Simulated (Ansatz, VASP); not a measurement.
Two plane-wave programs on KCl

POSCAR

```
KCl
1.0
    3.7873086124      0.0000000000      0.0000000000
    0.0000000000      3.7873086124      0.0000000000
    0.0000000000      0.0000000000      3.7873086124
K Cl
1 1
Direct
    0.0000000000      0.0000000000      0.0000000000
    0.5000000000      0.5000000000      0.5000000000
```

INCAR.step1

```
SYSTEM = KCl
PREC = Accurate ; ENCUT = 520
EDIFF = 1E-5 ; ISMEAR = -1
SIGMA = 0.05 ; LREAL = .False.
LASPH = .True. ; NELM = 80
ALGO = Normal ; ISIF = 2
LWAVE = .True. ; GGA = PE
NBANDS = 15
```

The input INCAR.step2:

```
SYSTEM = KCl
PREC = Accurate ; ENCUT = 520
EDIFF = 1E-6 ; ISMEAR = -1
SIGMA = 0.05 ; LREAL = .False.
LASPH = .True. ; NELM = 80
ALGO = Normal ; ISIF = 2
LWAVE = .False. ; LCHARG = .True.
GGA = PE ; LHFCALC = .True.
AEXX = 0.25 ; PRECFOCK = Normal
LELF = .True. ; LVHAR = .True.
ISTART = 1 ; NBANDS = 15
```

Contents of KPOINTS:

```
regular mesh
0
Gamma
  4 4 4
  0 0 0
```

Contents of input:

```
crystal:
  lattice:
    - [3.7873086124, 0.0, 0.0]
    - [0.0, 3.7873086124, 0.0]
    - [0.0, 0.0, 3.7873086124]
  atoms:
    - { symbol: K, position: [0.0, 0.0, 0.0] }
    - { symbol: Cl, position: [0.5, 0.5, 0.5] }
hamiltonian:
  xc: pbe0
  pseudopotentials: { kind: paw }
kpoints:
  mp_grid: { grid: [4, 4, 4] }
scf:
  occupations: { method: fermi_dirac, width: 0.05 }
output:
  forces: true
  stress: true
  eigenvalues: true
```

Alike in both runs: task single point; functional PBE0; k mesh 4 × 4 × 4; occupations fermi-dirac, width 0.05 eV; no spin polarisation.

|  | VASP | Ansatz |
| --- | --- | --- |
| version | VASP 6.6.1 | Ansatz 0.2.0 |
| potentials or method | VASP PAW PBE potentials, release 64 (K_sv, Cl) | Ansatz PAW |
| plane-wave cutoff (eV) | 520 | 420 |
| valence electrons in the cell | 16 | 16 |

|  | VASP | Ansatz | Ansatz less VASP |
| --- | --- | --- | --- |
| gap on the k mesh at the Fermi level (eV) | 7.05 | 7.03 | -0.016 |
| least direct gap on the mesh (eV) | 7.28 | 7.26 | -0.017 |
| pressure (GPa) | 0.3 | 0.3 | +0.03 |
